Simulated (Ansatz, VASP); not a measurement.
**BaTe: VASP beside Ansatz**

The input INCAR:

```
SYSTEM = BaTe
PREC = Accurate
ENCUT = 520
EDIFF = 1E-8
ISMEAR = -1
SIGMA = 0.05
LREAL = .FALSE.
LASPH = .TRUE.
NELM = 60
ALGO = Normal
ISIF = 2
LWAVE = .FALSE.
LCHARG = .FALSE.
GGA = PS
LEFG = .TRUE.
NBANDS = 15
```

KPOINTS

```
regular mesh
0
G
  10 10 10
  0 0 0
```

Contents of POSCAR:

```
BaTe
1.0
    0.0000000000      3.3418000000      3.4100000000
    3.3418000000      0.0000000000      3.4100000000
    3.3418000000      3.3418000000      0.0000000000
Ba Te
1 1
Direct
    0.0000000000      0.0000000000      0.0000000000
    0.5000000000      0.5000000000      0.5000000000
```

Input for Ansatz:

```yaml
crystal:
  lattice:
    - [0.0, 3.3418, 3.41]
    - [3.3418, 0.0, 3.41]
    - [3.3418, 3.3418, 0.0]
  atoms:
    - { symbol: Ba, position: [0.0, 0.0, 0.0] }
    - { symbol: Te, position: [0.5, 0.5, 0.5] }
kpoints:
  mp_grid: { grid: [10, 10, 10] }
scf:
  occupations: { method: fermi_dirac, width: 0.05 }
hamiltonian:
  xc: pbesol
  pseudopotentials: { kind: paw }
output:
  forces: true
  stress: true
  eigenvalues: true
  efg: { contact_densities: true }
```

Change from the starting cell: equal xx and yy strain of -2 %, PAW files.

Alike in both runs: task electric field gradients; functional PBEsol; k mesh 10 × 10 × 10; occupations fermi-dirac, width 0.05 eV; no spin polarisation.

|  | VASP | Ansatz |
| --- | --- | --- |
| version | VASP 6.6.1 | Ansatz 0.2.0 |
| potentials or method | VASP PAW PBE potentials, release 64 (Ba_sv, Te) | PAW with Ansatz's default frozen-core files, scalar-relativistic |
| plane-wave cutoff (eV) | 520 | 420 |
| valence electrons in the cell | 16 | 26 |

```csv
,VASP,Ansatz,Ansatz less VASP
pressure (GPa),4.3,3.7,-0.53
"traceless stress, the component that is largest in VASP (GPa)",-1.48,-1.40,+0.075
size of Vzz on the site where it differs most (V/Å²),25.4,24.0,-1.37
```

VASP's potentials were made for PBE, not for PBEsol. The functional is the same, so the differences come from potentials, cutoffs and numerics. VASP's potentials hold 16 valence electrons a cell and Ansatz's 26, so a difference there can come from the potentials and not from the codes.

Spin-orbit coupling is off throughout.
